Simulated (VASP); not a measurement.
# Fe (P6_3/mmc) in VASP: notebook

The runs below take Fe through single point, with PBE.

Everything below comes from runs of VASP 6.6.1. Logs are shortened: lines on timing, memory, paths and dates and some standing lists are left out, and cuts for length are marked.

### Step 1. The cell of the first run

Symmetry: P6_3/mmc, No. 194, hexagonal system. The conventional cell has a = 2.359 Å, b = 2.359 Å, c = 3.730 Å, α = 90.00°, β = 90.00°, γ = 120.00°. Within 3.1 Å of Fe (site symmetry -6m2) lie 12 Fe at 2.31 to 2.36 Å.

This isn't the form of Fe at room conditions, which is bcc.

### Step 2. Single point, PBE (8.99 Å³/atom)

File INCAR:

```
SYSTEM = Fe
ALGO = Normal
EDIFF = 1E-7
ENCUT = 520
GGA = PE
ISIF = 2
ISMEAR = -1
LASPH = .True.
LCHARG = .True.
LELF = .True.
LREAL = .False.
LVHAR = .True.
LWAVE = .False.
NBANDS = 15
NELM = 80
PREC = Accurate
SIGMA = 0.1
```

File KPOINTS:

```
k-points
0
Gamma
  24 24 13
  0 0 0
```

File POSCAR:

```
Fe
1.0
    2.3588643793      0.0000000000      0.0000000000
   -1.1794321897      2.0428364765      0.0000000000
    0.0000000000      0.0000000000      3.7301930173
Fe
2
Direct
    0.3333333333      0.6666666667      0.2500000000
    0.6666666667      0.3333333333      0.7500000000
```

Potentials or basis: VASP PAW PBE potentials, release 64 (Fe).

The run is started by

```
$ cat potpaw_PBE.64/Fe/POTCAR > POTCAR
$ mpirun -np 1 vasp_std > vasp.out
```

OUTCAR:

```text
SYSTEM = Fe
   EDIFF = 1E-7
   ENCUT = 520
   GGA = PE
   ISIF = 2
   ISMEAR = -1
   LASPH = .True.
   LREAL = .False.
   NELM = 80
   PREC = Accurate

 ion  position               nearest neighbor table
   1  0.333  0.667  0.250-   2 2.31   2 2.31   2 2.31   2 2.31   2 2.31   2 2.31
   2  0.667  0.333  0.750-   1 2.31   1 2.31   1 2.31   1 2.31   1 2.31   1 2.31

  LATTYP: Found a hexagonal cell.
 ALAT       =     2.3588643793
 C/A-ratio  =     1.5813512002

  Lattice vectors:

 A1 = (   2.3588643793,   0.0000000000,   0.0000000000)
 A2 = (  -1.1794321897,   2.0428364765,   0.0000000000)
 A3 = (   0.0000000000,   0.0000000000,   3.7301930173)

Analysis of symmetry for initial positions (statically):
=====================================================================
 Subroutine PRICEL returns:
 Original cell was already a primitive cell.

 Routine SETGRP: Setting up the symmetry group for a
 hexagonal supercell.

 Subroutine GETGRP returns: Found 24 space group operations
 (whereof 12 operations were pure point group operations)
 out of a pool of 24 trial point group operations.

The static configuration has the point symmetry D_3d.
 The point group associated with its full space group is D_6h.

Analysis of symmetry for dynamics (positions and initial velocities):
=====================================================================
 Subroutine PRICEL returns:
 Original cell was already a primitive cell.

 Routine SETGRP: Setting up the symmetry group for a
 hexagonal supercell.

 Subroutine GETGRP returns: Found 24 space group operations
 (whereof 12 operations were pure point group operations)
 out of a pool of 24 trial point group operations.

The dynamic configuration has the point symmetry D_3d.
 The point group associated with its full space group is D_6h.

 Subroutine INISYM returns: Found 24 space group operations
 (whereof 12 operations are pure point group operations),
 and found     1 'primitive' translations

----------------------------------------------------------------------------------------

                                     Primitive cell

  volume of cell :      17.9750

  direct lattice vectors                    reciprocal lattice vectors
     2.358864379  0.000000000  0.000000000     0.423932808  0.244757721  0.000000000
    -1.179432190  2.042836477  0.000000000     0.000000000  0.489515442  0.000000000
     0.000000000  0.000000000  3.730193017     0.000000000  0.000000000  0.268082642

  length of vectors
     2.358864379  2.358864379  3.730193017     0.489515442  0.489515442  0.268082642

  position of ions in fractional coordinates (direct lattice)
     0.333333333  0.666666667  0.250000000
     0.666666667  0.333333333  0.750000000

  ion indices of the primitive-cell ions
   primitive index   ion index
                 1           1
                 2           2

----------------------------------------------------------------------------------------

 KPOINTS: k-points

Automatic generation of k-mesh.
 Grid dimensions read from file:
 generate k-points for:   24   24   13

 Generating k-lattice:

  Cartesian coordinates                     Fractional coordinates (reciprocal lattice)
     0.017663867  0.010198238  0.000000000     0.041666667 -0.000000000  0.000000000
     0.000000000  0.020396477  0.000000000     0.000000000  0.041666667  0.000000000
     0.000000000  0.000000000  0.020621742     0.000000000  0.000000000  0.076923077

  Length of vectors
     0.020396477  0.020396477  0.020621742

  Shift w.r.t. Gamma in fractional coordinates (k-lattice)
     0.000000000  0.000000000  0.000000000

 Subroutine IBZKPT returns following result:
 ===========================================

 Found    427 irreducible k-points:

 Following reciprocal coordinates:
            Coordinates               Weight
  0.000000  0.000000  0.000000      1.000000
  0.041667 -0.000000  0.000000      6.000000
  0.083333 -0.000000  0.000000      6.000000
  0.125000 -0.000000  0.000000      6.000000
  0.166667 -0.000000  0.000000      6.000000
  0.208333 -0.000000  0.000000      6.000000
[... 16 lines left out ...]
  0.416667  0.041667  0.000000     12.000000
  0.458333  0.041667  0.000000     12.000000
 [... further k-points ...]
   k-points           NKPTS =    427   k-points in BZ     NKDIM =    427   number of bands    NBANDS=     15
   number of dos      NEDOS =    301   number of ions     NIONS =      2
   total plane-waves  NPLWV =   9072
   dimension x,y,z NGX =    18 NGY =   18 NGZ =   28
   dimension x,y,z NGXF=    36 NGYF=   36 NGZF=   56
   ions per type =               2
   NGX,Y,Z   is equivalent  to a cutoff of  12.69, 12.69, 12.48 a.u.
   NGXF,Y,Z  is equivalent  to a cutoff of  25.37, 25.37, 24.96 a.u.
 SYSTEM =  Fe
   PREC   = accura    normal or accurate (medium, high low for compatibility)
   ISTART =      0    job   : 0-new  1-cont  2-samecut
   ICHARG =      2    charge: 1-file 2-atom 10-const
   ISPIN  =      1    spin polarized calculation?
   LNONCOLLINEAR =      F non collinear calculations
   LSORBIT =      F    spin-orbit coupling
   LASPH  =      T    aspherical Exc in radial PAW
   ENCUT  =  520.0 eV  38.22 Ry    6.18 a.u.   4.39  4.39  6.94*2*pi/ulx,y,z
   NELM   =     80;   NELMIN=  2; NELMDL= -5     # of ELM steps
   EDIFF  = 0.1E-06   stopping-criterion for ELM
   LREAL  =      F    real-space projection
   EDIFFG = 0.1E-05   stopping-criterion for IOM
   NSW    =      0    number of steps for IOM
   IBRION =     -1    ionic relax: 0-MD 1-quasi-New 2-CG
   NFREE  =      0    steps in history (QN), initial steepest desc. (CG)
   ISIF   =      2    stress and relaxation
   ISYM   =      2    0-nonsym 1-usesym 2-fastsym
   POTIM  = 0.5000    time-step for ionic-motion
   TEBEG  =    0.0;   TEEND  =   0.0 temperature during run
   PSTRESS=    0.0 pullay stress
   NELECT =      16.0000    total number of electrons
   NUPDOWN=      -1.0000    fix difference up-down
   EMIN   =  10.00;   EMAX   =-10.00  energy-range for DOS
   EFERMI =   0.00;   METHOD = LEGACY
   ISMEAR =    -1;   SIGMA  =   0.10  broadening in eV -4-tet -1-fermi 0-gaus
   EFERMI_NEDOS =   21; number of points for ismear=-14 and -15
   IALGO  =     38    algorithm
   IMIX   =      4    mixing-type and parameters
     AMIX     =   0.40;   BMIX     =  1.00
     AMIX_MAG =   1.60;   BMIX_MAG =  1.00
  volume/ion in A,a.u.               =       8.99        60.65
  Fermi-wavevector in a.u.,A,eV,Ry     =   1.574800  2.975941 33.742400  2.479996
  Thomas-Fermi vector in A             =   2.675880
   LORBIT       =      0    0 simple, 1 ext, 2 COOP (PROOUT), +10 PAW based schemes
   GGA     = PE    functional components
   LHFCALC =     F    Hartree Fock is set to
   AEXX    =    0.0000 exact exchange contribution
   IVDW    =     0    specifies the selected vdW correction
   LEPSILON=     F    determine dielectric tensor
   LRPA    =     F    only Hartree local field effects (RPA)
 non-spin polarized calculation
  energy-cutoff  :      520.00
  volume of cell :       17.97
 maximum number of plane-waves:       506
 NGX is ok and might be reduce to    18
   NGX =  9   NGY =  9   NGZ = 13

 number of electron      16.0000001 magnetization

 Free energy of the ion-electron system (eV)
  ---------------------------------------------------
  ext. energy  EPLUGINS =         0.00000000
  ---------------------------------------------------
  free energy    TOTEN  =       -16.02896058 eV

  energy without entropy =      -15.95761712  energy(sigma->0) =      -15.99328885

 E-fermi :   8.4304     XC(G=0): -14.5423

 val. band max:        8.4252221473   @ k =   0.0833   0.0833   0.3846
 cond. band min:       8.4313372507   @ k =   0.2083   0.1250   0.0769
 fundamental gap:      0.0061151034
 Fermi energy:         8.4303512954

 k-point     1 :       0.0000    0.0000    0.0000
  band No.  band energies     occupation
      1      -1.2184      2.00000
      2       2.6886      2.00000
      3       6.4397      2.00000
      4       6.4397      2.00000
      5       6.6003      2.00000
      6       7.0071      2.00000
      7       7.0071      2.00000
      8       7.4212      1.99992
      9       7.4212      1.99992
     10       9.0470      0.00419
     11       9.2830      0.00040
     12       9.2830      0.00040
     13      18.5718      0.00000
     14      31.3422      0.00000
     15      35.4508      0.00000

 k-point     2 :       0.0417   -0.0000    0.0000
  band No.  band energies     occupation
      1      -1.1464      2.00000
      2       2.7372      2.00000
      3       6.3044      2.00000
      4       6.4834      2.00000
      5       6.7180      2.00000
      6       6.9838      2.00000
      7       7.0455      2.00000
      8       7.3722      1.99995
      9       7.3899      1.99994
     10       8.3693      1.29618
     11       9.2987      0.00034
     12      10.0452      0.00000
     13      18.5725      0.00000
     14      31.1639      0.00000
     15      34.7775      0.00000

 k-point     3 :       0.0833   -0.0000    0.0000
  band No.  band energies     occupation
      1      -0.9327      2.00000
      2       2.8771      2.00000
      3       6.0875      2.00000
      4       6.6128      2.00000
      5       6.8616      2.00000
      6       6.9459      2.00000
      7       7.1453      1.99999
      8       7.1588      1.99999
      9       7.3015      1.99997
     10       7.7775      1.99708
     11       9.3414      0.00022
     12      10.9718      0.00000
     13      18.5755      0.00000
     14      30.5013      0.00000
     15      33.5853      0.00000

 k-point     4 :       0.1250   -0.0000    0.0000
  band No.  band energies     occupation
      1      -0.5853      2.00000
      2       3.0896      2.00000
      3       5.8438      2.00000
      4       6.6227      2.00000
      5       6.7939      2.00000
      6       6.8228      2.00000
      7       7.1102      2.00000
      8       7.1697      1.99999
      9       7.3417      1.99996
     10       7.5059      1.99981
     11       9.4009      0.00012
     12      11.9498      0.00000
     13      18.5838      0.00000
     14      29.2053      0.00000
     15      32.8121      0.00000
[... 307 lines left out ...]
 k-point    22 :       0.3750    0.0417    0.0000
  band No.  band energies     occupation
      1       2.8943      2.00000
      2       3.4231      2.00000
      3       3.7344      2.00000
      4       5.6431      2.00000
      5       6.1691      2.00000
      6       6.7238      2.00000
      7       6.9837      2.00000
      8       9.1135      0.00216
      9       9.2359      0.00063
     10       9.6968      0.00001
     11      10.0680      0.00000
     12      16.5213      0.00000
     13      19.0943      0.00000
     14      21.1899      0.00000
     15      25.8009      0.00000

 k-point    23 :       0.4167    0.0417    0.0000
  band No.  band energies     occupation
      1       3.0352      2.00000
      2       3.3721      2.00000
      3       3.5703      2.00000
      4       5.8894      2.00000
      5       6.1058      2.00000
      6       6.6579      2.00000
      7       7.1039      2.00000
      8       9.3158      0.00029
      9       9.4992      0.00005
     10       9.7111      0.00001
     11      10.8228      0.00000
     12      15.2547      0.00000
     13      20.1374      0.00000
     14      21.5031      0.00000
     15      25.0490      0.00000

 k-point    24 :       0.4583    0.0417    0.0000
  band No.  band energies     occupation
      1       3.0576      2.00000
      2       3.3734      2.00000
      3       3.4879      2.00000
      4       6.0467      2.00000
      5       6.0738      2.00000
      6       6.6238      2.00000
      7       7.1675      1.99999
      8       9.4205      0.00010
      9       9.6368      0.00001
     10       9.7181      0.00001
     11      11.5165      0.00000
     12      14.2739      0.00000
     13      20.9098      0.00000
     14      21.7988      0.00000
     15      24.2227      0.00000

 [... further k-points ...]

------------------------ aborting loop because EDIFF is reached ----------------------------------------

  FORCE on cell =-STRESS in cart. coord.  units (eV):
  Direction    XX          YY          ZZ          XY          YZ          ZX
  --------------------------------------------------------------------------------------
  -------------------------------------------------------------------------------------
  Total        5.3436121      5.3436121      5.5344036     -0.0000000      0.0000000      0.0000000
  in kB      476.2967598    476.2967597    493.3027449     -0.0000000      0.0000000      0.0000000
  external PRESSURE =     481.9654215 kB  Pullay stress =       0.0000000 kB

 VOLUME and BASIS-vectors are now :
 -----------------------------------------------------------------------------
  energy-cutoff  :      520.00
  volume of cell :       17.97
      direct lattice vectors                 reciprocal lattice vectors
     2.358864379  0.000000000  0.000000000     0.423932808  0.244757721  0.000000000
    -1.179432190  2.042836477  0.000000000     0.000000000  0.489515442  0.000000000
     0.000000000  0.000000000  3.730193017     0.000000000  0.000000000  0.268082642

 POSITION                                       TOTAL-FORCE (eV/Angst)
 -----------------------------------------------------------------------------------
     -0.00000      1.36189      0.93255         0.000000      0.000000      0.000000
      1.17943      0.68095      2.79764        -0.000000     -0.000000      0.000000
 -----------------------------------------------------------------------------------
    total drift:                                0.000000     -0.000000     -0.000000

  FREE ENERGIE OF THE ION-ELECTRON SYSTEM (eV)
  ---------------------------------------------------
  free  energy   TOTEN  =       -16.0289605755 eV

  energy  without entropy=      -15.9576171249  energy(sigma->0) =      -15.99328885
```

Wall time 51 s (1 thread of Intel Xeon 6975P-C (Granite Rapids), shared host); peak memory 0.2 GiB.

Results:

```
Free energy            : -16.0290 eV
Pressure               : 48.2 GPa
Band gap on the k mesh : zero (bands 8 and 9 overlap by 2.27 eV)
```

Caveat: the cell stands under pressure; the run has no spin polarisation, though such a crystal can be magnetic. Spin polarisation is off, so any magnetic state and its effect on volume and gap are missing.

### Step 3. Single point, PBE (9.40 Å³/atom)

This run uses another cell than the first one, of 9.40 Å³/atom.

File INCAR:

```
PREC = Accurate
ENCUT = 520
EDIFF = 1E-6
ISMEAR = -1
SIGMA = 0.1
LREAL = False
LASPH = True
NELM = 100
ALGO = Normal
ISIF = 2
LWAVE = False
LCHARG = False
GGA = PE
NBANDS = 15
```

File KPOINTS:

```
Automatic mesh
0
Gamma
  24 24 13
```

File POSCAR:

```
Fe
1.0
    2.3940765016      0.0000000000      0.0000000000
   -1.1970382508      2.0733310690      0.0000000000
    0.0000000000      0.0000000000      3.7858757493
Fe
2
Direct
    0.3333333333      0.6666666667      0.2500000000
    0.6666666667      0.3333333333      0.7500000000
```

Potentials or basis: VASP PAW PBE potentials, release 64 (Fe).

The run is started by

```
$ cat potpaw_PBE.64/Fe/POTCAR > POTCAR
$ mpirun -np 1 vasp_std > vasp.out
```

Wall time 49 s (1 thread of Intel Xeon 6975P-C (Granite Rapids), shared host); peak memory 0.21 GiB.

It converged, with:

```
Free energy            : -16.2214 eV
Pressure               : 28.1 GPa
Band gap on the k mesh : zero (bands 8 and 9 overlap by 2.12 eV)
```

Stress tensor (GPa, compression positive):
```
27.78  0.00  0.00
 0.00 27.78  0.00
 0.00  0.00 28.76
```

Levels at points of the mesh, in eV from the Fermi level:
| k point | band 4 | band 5 | band 6 | band 7 | band 8 | band 9 | band 10 | band 11 | band 12 | band 13 |
| --- | --- | --- | --- | --- | --- | --- | --- | --- | --- | --- |
| (0.00, 0.00, 0.00) | -1.86 | -1.71 | -1.33 | -1.33 | -0.94 | -0.94 | 0.58 | 0.80 | 0.80 | 9.63 |
| (0.50, 0.00, 0.00) | -2.21 | -2.20 | -1.69 | -1.19 | 0.93 | 1.18 | 1.22 | 2.97 | 5.33 | 12.07 |

Caveat: the cell stands under pressure; the run has no spin polarisation, though such a crystal can be magnetic.

[end of part 1 of 2]
